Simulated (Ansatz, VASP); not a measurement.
# AlAs in VASP and in Ansatz

The input INCAR:

```
SYSTEM = AlAs
PREC = Accurate ; ENCUT = 500
EDIFF = 1E-6 ; ISMEAR = 0
SIGMA = 0.01 ; LREAL = .FALSE.
LASPH = .TRUE. ; NELM = 120
ALGO = Normal ; ISIF = 2
LWAVE = .FALSE. ; LCHARG = .FALSE.
GGA = PS ; NBANDS = 11
GGA_COMPAT = .FALSE.
```

File KPOINTS:

```
Automatic mesh
0
G
  8 8 8
  0 0 0
```

The input POSCAR:

```
AlAs
1.0
    0.0000000000      2.8305000000      2.8305000000
    2.8305000000      0.0000000000      2.8305000000
    2.8305000000      2.8305000000      0.0000000000
Al As
1 1
Direct
    0.0000000000      0.0000000000      0.0000000000
    0.2500000000      0.2500000000      0.2500000000
```

Input for Ansatz:

```yaml
crystal:
  lattice:
    - [0.0, 2.8305, 2.8305]
    - [2.8305, 0.0, 2.8305]
    - [2.8305, 2.8305, 0.0]
  atoms:
    - { symbol: Al, position: [0.0, 0.0, 0.0] }
    - { symbol: As, position: [0.25, 0.25, 0.25] }
basis:
  ecutwfc: 420
kpoints:
  mp_grid: { grid: [8, 8, 8] }
  band_path:
    path:
      - [0.0, 0.0, 0.0]
      - [0.0, 0.0, 0.0]
      - [0.0, 0.0, 0.0]
      - [0.0, 0.0, 0.0]
      - [0.0, 0.0, 0.0]
      - [0.0, 0.0, 0.0]
      - [0.0, 0.0, 0.0]
      - [0.0, 0.0, 0.0]
      - [0.0, 0.0, 0.0]
      - [0.0, 0.0, 0.0]
      - [0.0, 0.0, 0.0]
      - [0.0, 0.0, 0.0]
      - [0.0, 0.0, 0.0]
      - [0.0, 0.0, 0.0]
      - [0.0, 0.0, 0.0]
      - [0.0, 0.0, 0.0]
      - [0.0, 0.0, 0.0]
      - [0.0, 0.0, 0.0]
      - [0.0, 0.0, 0.0]
      - [0.0, 0.0, 0.0]
      - [0.0, 0.0, 0.0]
      - [0.0, 0.0, 0.0]
      - [0.0, 0.0, 0.0]
      - [0.0, 0.0, 0.0]
      - [0.0, 0.0, 0.0]
      - [0.0, 0.0, 0.0]
      - [0.3, 0.3, 0.0]
      - [0.3166666667, 0.3166666667, 0.0]
      - [0.3333333333, 0.3333333333, 0.0]
      - [0.35, 0.35, 0.0]
      - [0.3666666667, 0.3666666667, 0.0]
      - [0.3833333333, 0.3833333333, 0.0]
      - [0.4, 0.4, 0.0]
      - [0.4166666667, 0.4166666667, 0.0]
      - [0.4333333333, 0.4333333333, 0.0]
      - [0.45, 0.45, 0.0]
      - [0.4666666667, 0.4666666667, 0.0]
      - [0.4833333333, 0.4833333333, 0.0]
      - [0.5, 0.5, 0.0]
      - [0.5, 0.5, 0.5]
      - [0.5, 0.5, 0.5]
      - [0.5, 0.5, 0.5]
      - [0.5, 0.5, 0.5]
      - [0.5, 0.5, 0.5]
      - [0.5, 0.5, 0.5]
      - [0.5, 0.5, 0.5]
      - [0.5, 0.5, 0.5]
      - [0.5, 0.5, 0.5]
      - [0.5, 0.5, 0.5]
      - [0.5, 0.5, 0.5]
      - [0.5, 0.5, 0.5]
      - [0.5, 0.5, 0.5]
    npoints: 1
hamiltonian:
  xc: pbesol
  pseudopotentials: { kind: paw, azcp: { folder: soft_1 } }
scf:
  occupations: { method: fixed }
  n_extra_bands: 5
output:
  eigenvalues: true
```

Alike in both runs: task single point; functional PBEsol; k mesh 8 × 8 × 8; no spin polarisation.

|  | VASP | Ansatz |
| --- | --- | --- |
| version | VASP 6.6.1 | Ansatz 0.2.0 |
| potentials or method | VASP PAW PBE potentials, release 64 (Al, As), cutoff 500 eV | scalar-relativistic, plane waves, PAW |
| occupations | gaussian, width 0.01 eV | fixed |
| valence electrons in the cell | 8 | 18 |

Ansatz gave:

```
gap on the k mesh at the Fermi level (eV) : 1.33
least direct gap on the mesh (eV)         : 1.96
```

Problem. What did VASP give for the same quantities?

Solution. gap on the k mesh at the Fermi level (eV): 1.32; least direct gap on the mesh (eV): 1.98.

VASP's potentials were made for PBE, not for PBEsol, and Ansatz warns of the same on its side. VASP's potentials hold 8 valence electrons a cell and Ansatz's 18, so a difference there can come from the potentials and not from the codes.
